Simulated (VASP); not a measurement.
Write the native input for VASP 6.6.1 that does the following.

```yaml
Task: single point
Functional: LDA
Potentials_or_basis: VASP PAW LDA potentials, release 64 (Co)
Cutoff: 520 eV
k_mesh: 19 × 19 × 17
Occupations: fermi-dirac, width 0.08 eV
Spin: collinear spin, ferromagnetic start
Starting_moments: "[1.7] μB"
Dipole_correction: no
Further_INCAR_settings: ALGO = Normal; EDIFF = 1e-07; NBANDS = 14
```

The structure of Co lies in POSCAR:

```
Co
1.0
    2.3484809728      0.0000000000      0.0000000000
   -1.1742404864      2.0338441828      0.0000000000
    0.0000000000      0.0000000000      2.2159178943
Co
1
Direct
    0.0000000000      0.0000000000      0.0000000000
```

This isn't the form of Co at room conditions, which is hcp.

The input as run:

INCAR

```
SYSTEM = Co
PREC = Accurate ; ENCUT = 520
EDIFF = 1E-7 ; ISMEAR = -1
SIGMA = 0.08 ; LREAL = .False.
LASPH = .True. ; NELM = 150
ALGO = Normal ; ISIF = 2
LWAVE = .False. ; LCHARG = .False.
ISPIN = 2 ; MAGMOM = 1.7
LORBIT = 11 ; LMAXMIX = 4
NBANDS = 14
```

KPOINTS

```
Automatic mesh
0
Gamma
  19 19 17
  0 0 0
```

Potentials or basis: VASP PAW LDA potentials, release 64 (Co).

Run with:

```console
$ cat potpaw_LDA.64/Co/POTCAR > POTCAR
$ mpirun -np 1 vasp_std > vasp.out
```

Results of the run:

The pressure is 2.4 GPa and the net moment is 1.28 μB per cell. The site moments are Co +1.27 μB and the valence electrons inside the program's atomic spheres are Co 8.45.

It took 89 s on 1 thread of Intel(R) Xeon(R) Platinum 8488C (Sapphire Rapids), on a shared host, peak memory 0.18 GiB.
